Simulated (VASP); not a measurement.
Runs of VASP 6.6.1 on Hf3N2. The structure is that of space group R-3m (No. 166), or close to it. The cells are those of the table. 

```csv
cell,k mesh,smearing,gap on the mesh (eV),pressure (GPa),largest force (eV/Å)
"a = 7.972 Å, angles 23.1°, 5 atoms",12 × 12 × 12,gaussian 0.01 eV,none,(a),0.08
"a = 7.972 Å, angles 23.1°, 5 atoms",1 × 1 × 1,gaussian 0.1 eV,-,27.4,4.19
"a = 7.972 Å, angles 23.1°, 5 atoms",3 × 3 × 3,gaussian 0.1 eV,none,0.6,0.06
"a = 7.972 Å, angles 23.1°, 5 atoms",6 × 6 × 6,gaussian 0.1 eV,none,-0.1,0.06
"a = 7.972 Å, angles 23.1°, 5 atoms","6 × 6 × 6, shifted",gaussian 0.1 eV,none,-0.1,0.09
"a = 7.985 Å, angles 23.2°, 5 atoms",6 × 6 × 6,gaussian 0.1 eV,none,-1.9,0.07
```

Alike in all rows: task single point; level r2SCAN; potentials or basis VASP PAW PBE potentials, release 64 (Hf_pv, N); no spin polarisation; cutoff (eV) 520.

Q: Fill in the values left out.

A: (a) 0.1.

Caveats: some runs use coarse meshes; the PAW data sets were made with another functional, which shifts forces and pressure a little; spin-orbit coupling is left out, which moves the levels of the heavy elements.

A k mesh can miss the band edges, and the runs leave out spin-orbit coupling on Hf.

A gap of «none» marks levels without a gap at the run's occupations.
